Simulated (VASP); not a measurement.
Write the native input for VASP 6.6.1 that does the following.

| Quantity | Value |
| --- | --- |
| Task | single point |
| Functional | PBE |
| Potentials or basis | VASP PAW PBE potentials, release 64 (Al, Ni, Co) |
| Cutoff | 520 eV |
| k mesh | 6 × 6 × 2 |
| Occupations | gaussian, width 0.1 eV |
| Spin | collinear spin, ferromagnetic start |
| Starting moments | [0.0, 0.0, 0.0, 0.0, -0.38, -0.38] μB |
| Dipole correction | no |
| Further INCAR settings | ALGO = Fast; EDIFF = 1e-07; NBANDS = 32 |

The structure of Al3Co2Ni lies in POSCAR:

```
Al3Co2Ni
1.0
    2.8748741000      0.0000000000      0.0000000000
    0.0000000000      2.8748741000      0.0000000000
    0.0000000000      0.0000000000      8.5684034000
Al Ni Co
3 1 2
Direct
    0.5000000000      0.5000000000      0.8301950000
    0.5000000000      0.5000000000      0.5000000000
    0.5000000000      0.5000000000      0.1698050000
    0.0000000000      0.0000000000      0.0000000000
    0.0000000000      0.0000000000      0.6671980000
    0.0000000000      0.0000000000      0.3328020000
```

These files were run (other wordings do the same):

INCAR

```
SYSTEM = Al3Co2Ni
PREC = Accurate
ENCUT = 520
EDIFF = 1E-7
ISMEAR = 0
SIGMA = 0.1
LREAL = .FALSE.
LASPH = .TRUE.
NELM = 150
ALGO = Fast
ISIF = 2
LWAVE = .FALSE.
LCHARG = .FALSE.
ISPIN = 2
MAGMOM = 0 0 0 0 -0.38 -0.38
LORBIT = 11
LMAXMIX = 4
GGA = PE
NBANDS = 32
```

KPOINTS

```
Automatic mesh
0
G
  6 6 2
  0 0 0
```

Potentials or basis: VASP PAW PBE potentials, release 64 (Al, Ni, Co).

Run with:

```sh
$ cat potpaw_PBE.64/Al/POTCAR potpaw_PBE.64/Ni/POTCAR potpaw_PBE.64/Co/POTCAR > POTCAR
$ mpirun -np 1 vasp_std > vasp.out
```

It gave:

The pressure is -0.1 GPa. The largest force is 0.082 eV/Å. The net moment is 0.00 μB per cell and the valence electrons inside the program's atomic spheres are Al 0.81; Ni 9.45; Co 8.44.

Caveat: the k points lie up to 0.37 Å⁻¹ apart.

Run time: 2.3 min on 1 thread of AMD EPYC 7R13 Processor (Zen 3), on a shared host, peak memory 0.22 GiB.
